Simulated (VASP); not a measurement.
# ZnCd2Se3 in VASP: further runs, part 2 of 2

VASP 6.6.1. Earlier steps stand in the parts before.

### Step 4. Single point, PBE

This run uses another cell than the first one: it holds 12 atoms, not 6.

The input, INCAR:

```
PREC = Accurate
ENCUT = 520
EDIFF = 1E-6
ISMEAR = 0
SIGMA = 0.1
LREAL = False
LASPH = True
NELM = 80
ALGO = Normal
ISIF = 2
LWAVE = False
LCHARG = False
GGA = PE
NBANDS = 66
```

The input, KPOINTS:

```
regular mesh
0
Gamma
  4 2 2
```

The input, POSCAR:

```
ZnCd2Se3
1.0
    2.1429000621     -3.7076394431     -0.0018956677
   -6.3931729989     -3.6875788680      0.0100451696
    0.0157126039      0.0026580364    -10.4920891105
Zn Cd Se
2 4 6
Direct
    0.0003384560      0.0005023601      0.3327671872
    0.5004484155      0.5005972224      0.3326981989
    0.4999115417      0.8329165149      0.0092971350
   -0.0005200788      0.3328598592      0.0092853338
   -0.0004829103      0.6665640810      0.6609775863
    0.5004440983      0.1665430610      0.6608067182
    0.5003445366      0.8335039311      0.2639060173
    0.0003525728      0.3334877926      0.2639362003
    0.0002794053      0.0000636277      0.5683022090
    0.4995104139      0.5001228073      0.5682965406
   -0.0001649270      0.6663906939      0.9148867946
    0.4995384761      0.1664480489      0.9148380785
```

On the command line:

```bash
$ cat potpaw_PBE.64/Zn/POTCAR potpaw_PBE.64/Cd/POTCAR potpaw_PBE.64/Se/POTCAR > POTCAR
$ mpirun -np 1 vasp_std > vasp.out
```

Wall time 7.1 min (1 thread of Intel Xeon Platinum 8259CL at 2.50GHz (Skylake/Cascade Lake), shared host); peak memory 0.49 GiB.

Results (log left out):

```yaml
Free_energy: -33.7009 eV
Pressure: 0.3 GPa
Largest_force: 0.023 eV/Å
Band_gap_on_the_k_mesh: 0.54 eV
```

Forces on the atoms (eV/Å):
```
Zn   0.000  0.001  0.017
Zn   0.002  0.003  0.014
Cd  -0.001  0.000  0.014
Cd   0.001 -0.001  0.011
Cd   0.002  0.002 -0.013
Cd  -0.002  0.001 -0.019
Se  -0.002  0.000 -0.023
Se  -0.001  0.000 -0.021
Se   0.001  0.000  0.014
Se   0.001 -0.003  0.015
Se  -0.002 -0.002 -0.006
Se   0.002  0.000 -0.002
```

Stress tensor (GPa, compression positive):
```
 0.21  0.00  0.00
 0.00  0.23 -0.01
 0.00 -0.01  0.32
```

Levels at points of the mesh, in eV from the valence-band top:
```tsv
k point	band 51	band 52	band 53	band 54	band 55	band 56	band 57	band 58
(0.00, 0.00, 0.00)	-0.46	-0.13	-0.02	0.00	0.54	2.10	2.64	2.91
(0.50, 0.00, 0.00)	-1.51	-1.51	-0.80	-0.80	3.59	3.60	3.76	3.77
(0.00, 0.50, 0.00)	-0.53	-0.53	-0.53	-0.52	2.42	2.42	3.37	3.37
(0.50, 0.50, 0.00)	-1.09	-1.09	-0.94	-0.93	2.92	2.93	3.26	3.27
(0.00, 0.00, 0.50)	-0.30	-0.28	-0.15	-0.13	1.60	2.03	2.24	2.44
(0.50, 0.00, 0.50)	-1.29	-1.29	-1.20	-1.19	3.54	3.54	3.79	3.79
(0.00, 0.50, 0.50)	-0.88	-0.88	-0.40	-0.39	2.52	2.52	3.18	3.18
(0.50, 0.50, 0.50)	-0.81	-0.81	-0.70	-0.70	2.26	2.26	3.27	3.28
```

Caveat: the k points lie up to 0.43 Å⁻¹ apart.

### Step 5. Single point, PBE (30.38 Å³/atom)

This run uses another cell than the first one, of 30.38 Å³/atom.

The input, INCAR:

```
  PREC = Accurate
  ENCUT = 520
  EDIFF = 1E-6
  ISMEAR = 0
  SIGMA = 0.02
  LREAL = F
  LASPH = T
  NELM = 100
  ALGO = Normal
  ISIF = 2
  LWAVE = F
  LCHARG = F
  GGA = PE
  NBANDS = 36
```

The input, KPOINTS:

```
regular mesh
0
Gamma
  12 12 4
```

The input, POSCAR:

```
ZnCd2Se3
1.0
    4.4092073981      0.0000000000      0.0000000000
   -2.2046036991      3.8184856173      0.0000000000
    0.0000000000      0.0000000000     10.8265294094
Zn Cd Se
1 2 3
Direct
    0.0000000000      0.0000000000      0.6654335907
    0.3333333333      0.6666666667      0.9926647126
    0.6666666667      0.3333333333      0.3394640589
    0.3333333333      0.6666666667      0.7373490088
    0.0000000000      0.0000000000      0.4303296269
    0.6666666667      0.3333333333      0.0847600022
```

Potentials or basis: VASP PAW PBE potentials, release 64 (Zn, Cd, Se).

On the command line:

```bash
$ cat potpaw_PBE.64/Zn/POTCAR potpaw_PBE.64/Cd/POTCAR potpaw_PBE.64/Se/POTCAR > POTCAR
$ mpirun -np 1 vasp_std > vasp.out
```

OUTCAR:

```text
PREC = Accurate
   ENCUT = 520
   EDIFF = 1E-6
   ISMEAR = 0
   LREAL = F
   LASPH = T
   NELM = 100
   ISIF = 2
   GGA = PE

 ion  position               nearest neighbor table
   1  0.000  0.000  0.665-   5 2.55   4 2.66   4 2.66   4 2.66
   2  0.333  0.667  0.993-   6 2.73   6 2.73   6 2.73   4 2.76
   3  0.667  0.333  0.339-   5 2.73   5 2.73   5 2.73   6 2.76
   4  0.333  0.667  0.737-   1 2.66   1 2.66   1 2.66   2 2.76
   5  0.000  0.000  0.430-   1 2.55   3 2.73   3 2.73   3 2.73
   6  0.667  0.333  0.085-   2 2.73   2 2.73   2 2.73   3 2.76

  LATTYP: Found a hexagonal cell.
[... 1142 lines left out ...]
  -------------------------------------------------------------------------------------
  Total       -3.9229879     -3.9229879     -3.9568122      0.0000000      0.0000000      0.0000000
  in kB      -34.4815362    -34.4815362    -34.7788381      0.0000000      0.0000000      0.0000000
  external PRESSURE =     -34.5806368 kB  Pullay stress =       0.0000000 kB

 VOLUME and BASIS-vectors are now :
 -----------------------------------------------------------------------------
  energy-cutoff  :      520.00
  volume of cell :      182.28
      direct lattice vectors                 reciprocal lattice vectors
     4.409207398  0.000000000  0.000000000     0.226798132  0.130941962  0.000000000
    -2.204603699  3.818485617  0.000000000     0.000000000  0.261883925  0.000000000
     0.000000000  0.000000000 10.826529409     0.000000000  0.000000000  0.092365703

 POSITION                                       TOTAL-FORCE (eV/Angst)
 -----------------------------------------------------------------------------------
      0.00000      0.00000      7.20434         0.000000     -0.000000     -0.003489
     -0.00000      2.54566     10.74711        -0.000000      0.000000     -0.005966
      2.20460      1.27283      3.67522        -0.000000      0.000000     -0.006161
     -0.00000      2.54566      7.98293         0.000000     -0.000000     -0.008314
      0.00000      0.00000      4.65898        -0.000000      0.000000      0.018408
      2.20460      1.27283      0.91766        -0.000000      0.000000      0.005523
 -----------------------------------------------------------------------------------
    total drift:                               -0.000000      0.000001     -0.000213

  FREE ENERGIE OF THE ION-ELECTRON SYSTEM (eV)
  ---------------------------------------------------
  free  energy   TOTEN  =       -16.7163204641 eV

  energy  without entropy=      -16.7163204641  energy(sigma->0) =      -16.71632046
```

Run time: 12 min. Hardware: 1 thread of Intel Xeon 8259CL, shared host; peak memory 0.61 GiB.

Results:

```
Free energy            : -16.7163 eV
Pressure               : -3.5 GPa
Largest force          : 0.018 eV/Å
Band gap on the k mesh : 0.35 eV
```

Forces on the atoms (eV/Å):
```
Zn   0.000  0.000 -0.003
Cd   0.000  0.000 -0.006
Cd   0.000  0.000 -0.006
Se   0.000  0.000 -0.008
Se   0.000  0.000  0.018
Se   0.000  0.000  0.006
```

Caveat: the cell stands under tension.

### Step 6. Summary

```csv
cell,k mesh,smearing,gap on the mesh (eV),pressure (GPa),largest force (eV/Å)
"a = 4.265, b = 4.265, c = 10.521 Å, angles 90.0, 90.0, 120.0°, 6 atoms, atomic positions A",6 × 6 × 2,gaussian 0.1 eV,0.54,0.3,0.02
"a = 4.265, b = 7.387, c = 10.521 Å, 12 atoms, atomic positions B",4 × 2 × 2,gaussian 0.1 eV,0.54,0.3,0.04
"a = 4.282, b = 7.380, c = 10.492 Å, angles 90.2, 89.9, 90.1°, 12 atoms, atomic positions B",4 × 2 × 2,gaussian 0.1 eV,0.54,0.3,0.02
"a = 4.409, b = 4.409, c = 10.827 Å, angles 90.0, 90.0, 120.0°, 6 atoms, atomic positions C",12 × 12 × 4,gaussian 0.02 eV,0.35,-3.5,0.02
```

Alike in all rows: task single point; level PBE; potentials or basis VASP PAW PBE potentials, release 64 (Zn, Cd, Se); no spin polarisation; cutoff (eV) 520.

Caveats: some runs use coarse meshes; the cell stands under tension (at least some runs).

Absolute energies hang on the potentials; compare differences alone.
